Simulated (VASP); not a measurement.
Set up this calculation in VASP 6.6.1, as the native input.

```
Task                   : single point
Functional             : r2SCAN
Potentials or basis    : VASP PAW PBE potentials, release 64 (Cs_sv, I)
Cutoff                 : 550 eV
k mesh                 : 4 × 4 × 4
Occupations            : gaussian, width 0.01 eV
Spin                   : no spin polarisation
Dipole correction      : no
Further INCAR settings : ALGO = Normal; EDIFF = 1e-06; NBANDS = 15
```

CsI:

```xyz
2
Lattice="4.6081 0.0000 0.0000 0.0000 4.6081 0.0000 0.0000 0.0000 4.6081" Properties=species:S:1:pos:R:3 pbc="T T T"
Cs    0.0000    0.0000    0.0000
I     2.3040    2.3040    2.3040
```

These files were run (other wordings do the same):

POSCAR

```
CsI
1.0
    4.6080832452      0.0000000000      0.0000000000
    0.0000000000      4.6080832452      0.0000000000
    0.0000000000      0.0000000000      4.6080832452
Cs I
1 1
Direct
    0.0000000000      0.0000000000      0.0000000000
    0.5000000000      0.5000000000      0.5000000000
```

INCAR.step1

```
SYSTEM = CsI
ALGO = Normal ; EDIFF = 1E-5
ENCUT = 550 ; GGA = PE
GGA_COMPAT = .FALSE. ; ISMEAR = 0
LASPH = .TRUE. ; LCHARG = .FALSE.
LREAL = .FALSE. ; LWAVE = .TRUE.
NBANDS = 15 ; NELM = 120
PREC = Accurate ; SIGMA = 0.01
```

INCAR.step2

```
SYSTEM = CsI
ALGO = Normal ; EDIFF = 1E-6
ENCUT = 550 ; GGA_COMPAT = .FALSE.
ISIF = 2 ; ISMEAR = 0
ISTART = 1 ; LASPH = .TRUE.
LCHARG = .TRUE. ; LELF = .TRUE.
LMIXTAU = .TRUE. ; LREAL = .FALSE.
LVHAR = .TRUE. ; LWAVE = .FALSE.
METAGGA = R2SCAN ; NBANDS = 15
NELM = 120 ; PREC = Accurate
SIGMA = 0.01
```

KPOINTS

```
k-points
0
G
  4 4 4
  0 0 0
```

Potentials or basis: VASP PAW PBE potentials, release 64 (Cs_sv, I).

Launch:

```console
$ cat potpaw_PBE.64/Cs_sv/POTCAR potpaw_PBE.64/I/POTCAR > POTCAR
$ cp INCAR.step1 INCAR
$ mpirun -np 1 vasp_std > vasp.out
$ cp INCAR.step2 INCAR
$ mpirun -np 1 vasp_std > vasp.out
```

Results of the run:

```yaml
Pressure: 0.1 GPa
Band_gap_on_the_k_mesh: 4.50 eV, indirect (least direct gap 4.59 eV)
```

Caveat: the PAW data sets were made with another functional, which shifts forces and pressure a little; spin-orbit coupling is left out, which moves the levels of the heavy elements.

Run time: 55 s on 1 thread of Intel(R) Xeon(R) Platinum 8259CL CPU @ 2.50GHz (Skylake/Cascade Lake), with other jobs on the host, peak memory 0.22 GiB.
